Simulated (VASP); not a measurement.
# Mg2Sn (Fm-3m) in VASP: notebook, part 2 of 2

VASP 6.6.1. Earlier steps stand in the parts before.

## Step 5: Single point, HSE06

File POSCAR:

```
Mg2Sn
1.0
    0.0000000000      3.3799352825      3.3799352825
    3.3799352825      0.0000000000      3.3799352825
    3.3799352825      3.3799352825      0.0000000000
Sn Mg
1 2
Direct
    0.0000000000      0.0000000000      0.0000000000
    0.2500000000      0.2500000000      0.2500000000
    0.7500000000      0.7500000000      0.7500000000
```

File INCAR.step1:

```
SYSTEM = Mg2Sn
  PREC = Accurate
  ENCUT = 520
  EDIFF = 1E-5
  ISMEAR = -1
  SIGMA = 0.02
  LREAL = .FALSE.
  LASPH = .TRUE.
  NELM = 120
  ALGO = Normal
  ISIF = 2
  LWAVE = .TRUE.
  GGA = PE
  NBANDS = 16
  GGA_COMPAT = .FALSE.
```

File INCAR.step2:

```
SYSTEM = Mg2Sn
  PREC = Accurate
  ENCUT = 520
  EDIFF = 1E-6
  ISMEAR = -1
  SIGMA = 0.02
  LREAL = .FALSE.
  LASPH = .TRUE.
  NELM = 120
  ALGO = Normal
  ISIF = 2
  LWAVE = .FALSE.
  LCHARG = .TRUE.
  GGA = PE
  LHFCALC = .TRUE.
  HFSCREEN = 0.2079
  PRECFOCK = Normal
  LELF = .TRUE.
  LVHAR = .TRUE.
  ISTART = 1
  NBANDS = 16
  GGA_COMPAT = .FALSE.
```

File KPOINTS:

```
regular mesh
0
G
  4 4 4
  0 0 0
```

Potentials or basis: VASP PAW PBE potentials, release 64 (Sn_d, Mg).

Launch:

```bash
cat potpaw_PBE.64/Sn_d/POTCAR potpaw_PBE.64/Mg/POTCAR > POTCAR
cp INCAR.step1 INCAR
mpirun -np 1 vasp_std > vasp.out
cp INCAR.step2 INCAR
mpirun -np 1 vasp_std > vasp.out
```

OUTCAR:

```text
SYSTEM = Mg2Sn
   PREC = Accurate
   ENCUT = 520
   EDIFF = 1E-6
   ISMEAR = -1
   LREAL = .FALSE.
   LASPH = .TRUE.
   NELM = 120
   ISIF = 2
   GGA = PE
   LHFCALC = .TRUE.
   HFSCREEN = 0.2079
   PRECFOCK = Normal
   ISTART = 1

 ion  position               nearest neighbor table
   1  0.000  0.000  0.000-   3 2.93   3 2.93   3 2.93   2 2.93   3 2.93   2 2.93   2 2.93   2 2.93

   2  0.250  0.250  0.250-   1 2.93   1 2.93   1 2.93   1 2.93   3 3.38   3 3.38   3 3.38   3 3.38
                             3 3.38   3 3.38
   3  0.750  0.750  0.750-   1 2.93   1 2.93   1 2.93   1 2.93   2 3.38   2 3.38   2 3.38   2 3.38
                             2 3.38   2 3.38

  LATTYP: Found a face centered cubic cell.
 ALAT       =     6.7598705650

  Lattice vectors:

 A1 = (   0.0000000000,   3.3799352825,   3.3799352825)
 A2 = (   3.3799352825,   0.0000000000,   3.3799352825)
 A3 = (   3.3799352825,   3.3799352825,   0.0000000000)

Analysis of symmetry for initial positions (statically):
=====================================================================
 Subroutine PRICEL returns:
 Original cell was already a primitive cell.

 Routine SETGRP: Setting up the symmetry group for a
 face centered cubic supercell.

 Subroutine GETGRP returns: Found 48 space group operations
 (whereof 48 operations were pure point group operations)
 out of a pool of 48 trial point group operations.

The static configuration has the point symmetry O_h .

Analysis of symmetry for dynamics (positions and initial velocities):
=====================================================================
 Subroutine PRICEL returns:
[... 115 lines left out ...]
  volume/ion in A,a.u.               =      25.74       173.71
  Fermi-wavevector in a.u.,A,eV,Ry     =   1.007505  1.903909 13.810820  1.015067
  Thomas-Fermi vector in A             =   2.140314
   LORBIT       =      0    0 simple, 1 ext, 2 COOP (PROOUT), +10 PAW based schemes
   GGA     = PE    functional components
   LHFCALC =     T    Hartree Fock is set to
   PRECFOCK=normal    Normal, Fast or Accurate (Low or Medium for compatibility)
   ENCUT4O =  -1.0   cutoff for four orbital integrals eV
   NKREDX  =     1    reduce k-point grid by
   NKREDY  =     1    reduce k-point grid by
   NKREDZ  =     1    reduce k-point grid by
   AEXX    =    0.2500 exact exchange contribution
   HFSCREEN=    0.2079 screening length (either q_TF or 0.3 A-1)
   HFSCREENC=   0.2079 screening length for correlation (either q_TF or 0.3 A-1)
   ENCUTFOCK=  -1.0 apply spherical cutoff to Coloumb kernel
   IVDW    =     0    specifies the selected vdW correction
   LEPSILON=     F    determine dielectric tensor
   LRPA    =     F    only Hartree local field effects (RPA)
 non-spin polarized calculation
  energy-cutoff  :      520.00
  volume of cell :       77.22
 maximum number of plane-waves:      2120
  NGX = 28; NGY = 28; NGZ = 28

 number of electron      18.0000006 magnetization

 Free energy of the ion-electron system (eV)
  ---------------------------------------------------
  ext. energy  EPLUGINS =         0.00000000
  ---------------------------------------------------
  free energy    TOTEN  =        -8.13582099 eV

  energy without entropy =       -8.13554820  energy(sigma->0) =       -8.13568459

 E-fermi :   4.1744     XC(G=0):  -7.3140

 val. band max:        4.0890132886   @ k =   0.0000   0.0000   0.0000
 cond. band min:       4.2598265052   @ k =   0.5000   0.5000   0.0000
 fundamental gap:      0.1708132166
 Fermi energy:         4.1744196810

 k-point     1 :       0.0000    0.0000    0.0000
  band No.  band energies     occupation
      1     -18.8570      2.00000
      2     -18.8570      2.00000
      3     -18.8570      2.00000
      4     -18.8220      2.00000
      5     -18.8220      2.00000
      6      -6.0383      2.00000
[... 129 lines left out ...]
      3     -18.8498      2.00000
      4     -18.8228      2.00000
      5     -18.8200      2.00000
      6      -3.9361      2.00000
[... 8 lines left out ...]
     15      12.6874      0.00000
     16      13.2929      0.00000

------------------------ aborting loop because EDIFF is reached ----------------------------------------

  FORCE on cell =-STRESS in cart. coord.  units (eV):
  Direction    XX          YY          ZZ          XY          YZ          ZX
  --------------------------------------------------------------------------------------
  -------------------------------------------------------------------------------------
  Total       -0.0684501     -0.0684501     -0.0684501     -0.0000000      0.0000000     -0.0000000
  in kB       -1.4201342     -1.4201342     -1.4201342     -0.0000000      0.0000000     -0.0000000
  external PRESSURE =      -1.4201342 kB  Pullay stress =       0.0000000 kB

 VOLUME and BASIS-vectors are now :
 -----------------------------------------------------------------------------
  energy-cutoff  :      520.00
  volume of cell :       77.22
      direct lattice vectors                 reciprocal lattice vectors
     0.000000000  3.379935282  3.379935282    -0.147931827  0.147931827  0.147931827
     3.379935282  0.000000000  3.379935282     0.147931827 -0.147931827  0.147931827
     3.379935282  3.379935282  0.000000000     0.147931827  0.147931827 -0.147931827

 POSITION                                       TOTAL-FORCE (eV/Angst)
 -----------------------------------------------------------------------------------
      0.00000      0.00000      0.00000        -0.000000      0.000000     -0.000000
      1.68997      1.68997      1.68997        -0.000000      0.000000      0.000000
      5.06990      5.06990      5.06990         0.000000     -0.000000      0.000000
 -----------------------------------------------------------------------------------
    total drift:                                0.000005      0.000004      0.000004

  FREE ENERGIE OF THE ION-ELECTRON SYSTEM (eV)
  ---------------------------------------------------
  free  energy   TOTEN  =        -8.1358209901 eV

  energy  without entropy=       -8.1355481996  energy(sigma->0) =       -8.13568459
```

OSZICAR.step1:

```text
N       E                     dE             d eps       ncg     rms          rms(c)
DAV:   1     0.939169618529E+02    0.93917E+02   -0.81910E+03   256   0.119E+03
DAV:   2    -0.900353920374E-01   -0.94007E+02   -0.91128E+02   296   0.294E+02
DAV:   3    -0.738354744732E+01   -0.72935E+01   -0.72687E+01   336   0.734E+01
DAV:   4    -0.756290477879E+01   -0.17936E+00   -0.17934E+00   344   0.126E+01
DAV:   5    -0.757078991790E+01   -0.78851E-02   -0.78851E-02   352   0.243E+00    0.336E+00
DAV:   6    -0.730266107867E+01    0.26813E+00   -0.23811E-01   328   0.199E+00    0.186E+00
DAV:   7    -0.724596780491E+01    0.56693E-01   -0.19821E-01   296   0.268E+00    0.516E-01
DAV:   8    -0.724762282102E+01   -0.16550E-02   -0.26739E-02   352   0.174E+00    0.229E-01
DAV:   9    -0.724777325901E+01   -0.15044E-03   -0.57002E-03   312   0.669E-01    0.865E-02
DAV:  10    -0.724755861798E+01    0.21464E-03   -0.49466E-04   312   0.121E-01    0.355E-02
DAV:  11    -0.724754612668E+01    0.12491E-04   -0.97828E-05   312   0.723E-02    0.169E-02
DAV:  12    -0.724754992942E+01   -0.38027E-05   -0.76316E-05   288   0.503E-02
   1 F= -.72475499E+01 E0= -.72473969E+01  d E =-.306140E-03
```

Run time: 9.7 min. Hardware: 1 thread of AMD EPYC 7R43 (Zen 3), shared host; peak memory 0.28 GiB.

What came out:

| Quantity | Value |
| --- | --- |
| Free energy | -8.1358 eV |
| Pressure | -0.1 GPa |

Caveat: the k points lie up to 0.40 Å⁻¹ apart; the PAW data sets were made with another functional, which shifts forces and pressure a little; spin-orbit coupling is left out, which moves the levels of the heavy elements.

## Step 6: Single point, PBE-based screened hybrid with 100 % exact exchange

POSCAR is that of step 5.

File INCAR.step1:

```
ALGO = Normal
EDIFF = 1E-5
ENCUT = 520
GGA = PE
GGA_COMPAT = False
ISIF = 2
ISMEAR = -1
LASPH = True
LCHARG = False
LREAL = False
LWAVE = True
NBANDS = 16
NELM = 120
PREC = Accurate
SIGMA = 0.02
```

File INCAR.step2:

```
AEXX = 1.0
AGGAC = 1.0
ALDAC = 1.0
ALGO = Normal
EDIFF = 1E-6
ENCUT = 520
GGA = PE
GGA_COMPAT = False
HFSCREEN = 0.2078
ISIF = 2
ISMEAR = -1
ISTART = 1
LASPH = True
LCHARG = False
LHFCALC = True
LREAL = False
LWAVE = False
NBANDS = 16
NELM = 120
PREC = Accurate
PRECFOCK = Normal
SIGMA = 0.02
```

File KPOINTS:

```
k-points
0
Gamma
  4 4 4
```

Potentials or basis: VASP PAW PBE potentials, release 64 (Sn_d, Mg).

Launch:

```bash
cat potpaw_PBE.64/Sn_d/POTCAR potpaw_PBE.64/Mg/POTCAR > POTCAR
cp INCAR.step1 INCAR
mpirun -np 1 vasp_std > vasp.out
cp INCAR.step2 INCAR
mpirun -np 1 vasp_std > vasp.out
```

Wall time 13 min (1 thread of AMD EPYC 7R43 (Zen 3), shared host); peak memory 0.29 GiB.

The run converged. Its results:

```
Free energy            : -11.3669 eV
Pressure               : -2.2 GPa
Band gap on the k mesh : 1.53 eV (least direct gap 4.06 eV)
```

Levels at points of the mesh, in eV from the valence-band top:
```
           k point  band 7  band 8  band 9  band 10  band 11  band 12
(0.00, 0.00, 0.00)    0.00    0.00    0.00     4.18     4.18     4.18
(0.50, 0.00, 0.00)   -6.70   -1.15   -1.15     2.94     4.27     4.27
(0.50, 0.50, 0.00)   -6.35   -2.94   -2.94     1.53     1.76    10.74
```

Caveat: the PAW data sets were made with another functional, which shifts forces and pressure a little; spin-orbit coupling is left out, which moves the levels of the heavy elements.

## Step 7: Summary

```csv
level,cutoff (eV),grid for exact exchange (PRECFOCK),share of exact exchange,screening parameter,gap on the mesh (eV),pressure (GPa)
PBEsol,600,-,-,-,none,-0.1
HSE06,520,Normal,0.25,0.2079 1/Å,-,-0.1
PBE-based global hybrid with 5 % exact exchange,520,Normal,0.05,-,none,0.8
PBE-based screened hybrid with 100 % exact exchange,520,Normal,1,0.2078 1/Å,1.53,-2.2
```

Alike in all rows: task single point; potentials or basis VASP PAW PBE potentials, release 64 (Sn_d, Mg); no spin polarisation; cell as given; k mesh 4 × 4 × 4; smearing fermi-dirac 0.02 eV.

Caveats: some runs use coarse meshes; the PAW data sets were made with another functional, which shifts forces and pressure a little; spin-orbit coupling is left out, which moves the levels of the heavy elements.

Absolute energies hang on the potentials; compare differences alone.
